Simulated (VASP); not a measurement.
Here is a VASP 6.6.1 calculation.

INCAR

```
  ALGO = Normal
  EDIFF = 1E-6
  ENCUT = 520
  GGA = PE
  ISIF = 2
  ISMEAR = 0
  LASPH = T
  LCHARG = T
  LELF = T
  LREAL = F
  LVHAR = T
  LWAVE = F
  NBANDS = 20
  NELM = 100
  PREC = Accurate
  SIGMA = 0.1
```

Contents of KPOINTS:

```
k-points
0
Gamma
  12 12 4
```

Contents of POSCAR:

```
Si4Cl
1.0
    3.3834313275      0.0000000000      0.0000000000
    0.0000000000      3.3834313275      0.0000000000
    0.0000000000      0.0000000000      9.7943100628
Si Cl
4 1
Direct
    0.5000000000      0.5000000000      0.5000000000
    0.5000000000      0.5000000000      0.0000000000
    0.5000000000      0.5000000000      0.7358816979
    0.5000000000      0.5000000000      0.2641183021
    0.0000000000      0.0000000000      0.0000000000
```

Potentials or basis: VASP PAW PBE potentials, release 64 (Si, Cl).

Launch:

```console
$ cat potpaw_PBE.64/Si/POTCAR potpaw_PBE.64/Cl/POTCAR > POTCAR
$ mpirun -np 1 vasp_std > vasp.out
```

Task: Estimate the pressure.

Result: 0.0 GPa.

Task: Estimate the band gap on the k mesh.

Result: Zero (an odd number of electrons rules out a gap without spin polarisation).

Task: Predict the largest force.

Result: 0.005 eV/Å.

Stress tensor (GPa, compression positive):
```
 0.04  0.00  0.00
 0.00  0.04  0.00
 0.00  0.00 -0.04
```

Caveat: an odd number of electrons without spin polarisation forces a metal; a magnetic or distorted state may lie lower.
